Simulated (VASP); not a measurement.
Cu: single point with PBE

Crystal: Cu.

```
Cu
1.0
     0.00000   -1.80750   -1.80750
     0.00000    1.80750   -1.80750
     3.61500    0.00000    0.00000
Cu
2
Direct
  0.50000 0.50000 0.53112
  0.00000 0.00000 0.96888
```

This cell differs from its parent crystal: mode 6 (244.6 1/cm) frozen in, largest displacement +0.113 Å.

```json
{
  "Program": "VASP 6.6.1",
  "Task": "single point",
  "Functional": "PBE",
  "Potentials or basis": "VASP PAW PBE potentials, release 64 (Cu)",
  "Cutoff": "520 eV",
  "k mesh": "18 × 18 × 14",
  "Occupations": "gaussian, width 0.15 eV",
  "Spin": "no spin polarisation"
}
```

The pressure is 7.0 GPa. The largest force is 1.640 eV/Å and the band gap on the k mesh is zero (band 11 reaches 13.03 eV, above the bottom of band 12 at 5.83 eV).

Forces in eV/Å, atoms in the order of the input:
```
Cu  -1.640  0.000  0.000
Cu   1.640  0.000  0.000
```

Stress tensor (GPa, compression positive):
```
6.41 0.00 0.00
0.00 7.32 0.00
0.00 0.00 7.32
```

Levels at points of the mesh, in eV from the Fermi level:
| k point | band 9 | band 10 | band 11 | band 12 | band 13 | band 14 |
| --- | --- | --- | --- | --- | --- | --- |
| (0.00, 0.00, 0.00) | -1.66 | -1.54 | -1.54 | 1.75 | 6.86 | 13.05 |
| (0.50, 0.00, 0.00) | -2.02 | -2.02 | -0.36 | -0.36 | 9.12 | 9.12 |
| (0.50, 0.50, 0.00) | -1.55 | -1.55 | 1.48 | 1.48 | 7.11 | 7.11 |
| (0.00, 0.00, 0.50) | -2.19 | -2.16 | -2.16 | -1.79 | 16.44 | 16.44 |
| (0.50, 0.00, 0.50) | -1.62 | -1.62 | -0.94 | -0.94 | 3.70 | 3.70 |
| (0.50, 0.50, 0.50) | -1.55 | -1.55 | 5.41 | 5.41 | 7.00 | 7.00 |

Run time: 69 s on 1 thread of Intel(R) Xeon(R) 6975P-C (Granite Rapids), with other jobs on the host, peak memory 0.25 GiB.

Caveat: the cell differs from its parent crystal (mode 6 (244.6 1/cm) frozen in, largest displacement +0.113 Å); forces of over 1 eV/Å act on the atoms, so gaps and moduli don't describe the material at rest.
